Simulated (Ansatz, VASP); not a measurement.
One calculation of Rb, two programs

```
Rb
1.0
     3.62341    0.00000    0.00000
    -1.81171    3.13797    0.00000
     0.00000    0.00000    5.86993
Rb
2
Direct
  0.33333 0.66667 0.25000
  0.66667 0.33333 0.75000
```

Alike in both runs: task relaxation of cell and atoms; functional PBE; k mesh 11 × 11 × 6; occupations fermi-dirac, width 0.03 eV; no spin polarisation.

|  | VASP | Ansatz |
| --- | --- | --- |
| version | VASP 6.6.1 | Ansatz 0.2.0 |
| potentials or method | VASP PAW PBE potentials, release 64 (Rb_sv) | PAW with Ansatz's default frozen-core files, scalar-relativistic |
| plane-wave cutoff (eV) | 600 | 420 |
| valence electrons in the cell | 18 | 18 |

Ansatz gave:

| Quantity | Value |
| --- | --- |
| relaxed volume (Å³/atom) | 91.50 |
| relaxed length of the cell vector where the two differ most in proportion (Å) | 8.337 |

Task: Which values does VASP return?

Result: Relaxed volume (Å³/atom): 90.54; relaxed length of the cell vector where the two differ most in proportion (Å): 8.290.

Noted on VASP's run: the volume moved by over 15 % at a fixed basis, so the end points are rough.
